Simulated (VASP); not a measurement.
## SnSe2: relaxation of shape and atoms at fixed volume with PBE

The system is SnSe2.

```
Sn Se
1.0
     3.83264    0.00000    0.00000
    -1.91632    3.31916    0.00000
     0.00000    0.00000    6.91748
Sn Se
1 2
Direct
  0.00000 0.00000 0.00000
  0.33333 0.66667 0.22815
  0.66667 0.33333 0.77185
```

```
Program                : VASP 6.6.1
Task                   : relaxation of shape and atoms at fixed volume
Functional             : PBE
Potentials or basis    : VASP PAW PBE potentials, release 64 (Sn_d, Se)
Cutoff                 : 600 eV
k mesh                 : 12 × 12 × 4
Occupations            : gaussian, width 0.02 eV
Spin                   : no spin polarisation
Dipole correction      : no
Further INCAR settings : ALGO = Normal; EDIFF = 1e-07; IBRION = 2; EDIFFG = -0.01; NSW = 50; ISIF = 4
```

The energy gained by relaxing is 4.8 meV/atom and the ionic steps are 7. The pressure after relaxing is 0.1 GPa and the band gap on the k mesh is 0.68 eV (least direct gap 1.10 eV).

Step by step:
| step | energy change (eV) | largest force (eV/Å) | pressure (GPa) | volume (Å³) |
| --- | --- | --- | --- | --- |
| 1 | 0.0000 | 0.2867 | 1.79 | 88.00 |
| 2 | -0.0063 | 0.1590 | 1.33 | 88.00 |
| 3 | -0.0094 | 0.0322 | 0.65 | 88.00 |
| 4 | -0.0131 | 0.0253 | 0.35 | 88.00 |
| 5 | -0.0143 | 0.0193 | 0.07 | 88.00 |
| 6 | -0.0143 | 0.0191 | 0.06 | 88.00 |
| 7 | -0.0144 | 0.0018 | 0.12 | 88.00 |

Final structure:
```
Sn Se
1.0
     3.87116    0.00000    0.00000
    -1.93558    3.35252    0.00000
     0.00000    0.00000    6.78051
Sn Se
1 2
Direct
  0.00000 0.00000 0.00000
  0.33333 0.66667 0.23537
  0.66667 0.33333 0.76463
```

Levels at points of the mesh, in eV from the valence-band top:
| k point | band 10 | band 11 | band 12 | band 13 | band 14 | band 15 | band 16 | band 17 |
| --- | --- | --- | --- | --- | --- | --- | --- | --- |
| (0.00, 0.00, 0.00) | -0.47 | -0.41 | -0.14 | -0.14 | 1.03 | 3.09 | 4.59 | 4.59 |
| (0.50, 0.00, 0.00) | -2.46 | -2.20 | -0.86 | -0.26 | 0.97 | 3.85 | 5.49 | 5.64 |
| (0.00, 0.00, 0.50) | -0.51 | -0.51 | -0.08 | -0.08 | 2.07 | 3.00 | 4.49 | 4.49 |
| (0.50, 0.00, 0.50) | -2.14 | -2.00 | -0.65 | -0.42 | 0.68 | 4.21 | 4.85 | 5.77 |

It took 5.3 min on 1 thread of Intel(R) Xeon(R) Platinum 8259CL CPU @ 2.50GHz (Skylake/Cascade Lake), with other jobs on the host, peak memory 0.32 GiB.

Caveat: spin-orbit coupling is left out, which moves the levels of the heavy elements; this functional lacks dispersion, which binds the layers, so the pressure and a relaxed spacing across them are unreliable. A k mesh can miss the band edges.
